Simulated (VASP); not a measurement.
A run of VASP 6.6.1 is set up as follows.

INCAR

```
SYSTEM = Ti2C
  PREC = Accurate
  ENCUT = 520
  EDIFF = 1E-6
  ISMEAR = 0
  SIGMA = 0.1
  LREAL = .False.
  LASPH = .True.
  NELM = 100
  ALGO = Normal
  ISIF = 2
  LWAVE = .False.
  LCHARG = .False.
  GGA = PS
  NBANDS = 21
```

File KPOINTS:

```
regular mesh
0
Gamma
  3 3 3
  0 0 0
```

Contents of POSCAR:

```
Ti2C
1.0
    1.5406981810      0.8895225095      4.8137698526
   -1.5406981810      0.8895225095      4.8137698526
    0.0000000000     -1.7790450190      4.8137698526
Ti C
2 1
Direct
    0.2454978300      0.2454978300      0.2454978300
    0.7545021700      0.7545021700      0.7545021700
    0.5000000000      0.5000000000      0.5000000000
```

Potentials or basis: VASP PAW PBE potentials, release 64 (Ti_sv, C).

Command:

```bash
$ cat potpaw_PBE.64/Ti_sv/POTCAR potpaw_PBE.64/C/POTCAR > POTCAR
$ mpirun -np 1 vasp_std > vasp.out
```

Problem. Predict the band gap on the k mesh.

Solution. Zero (bands 14 and 15 overlap by 0.36 eV).

Problem. Predict the largest force.

Solution. 0.198 eV/Å.

Problem. What does it give for the pressure?

Solution. -5.1 GPa.

Stress tensor (GPa, compression positive):
```
-5.52  0.00  0.00
 0.00 -5.52  0.00
 0.00  0.00 -4.31
```

Caveat: the k points lie up to 0.80 Å⁻¹ apart; the PAW data sets were made with another functional, which shifts forces and pressure a little.
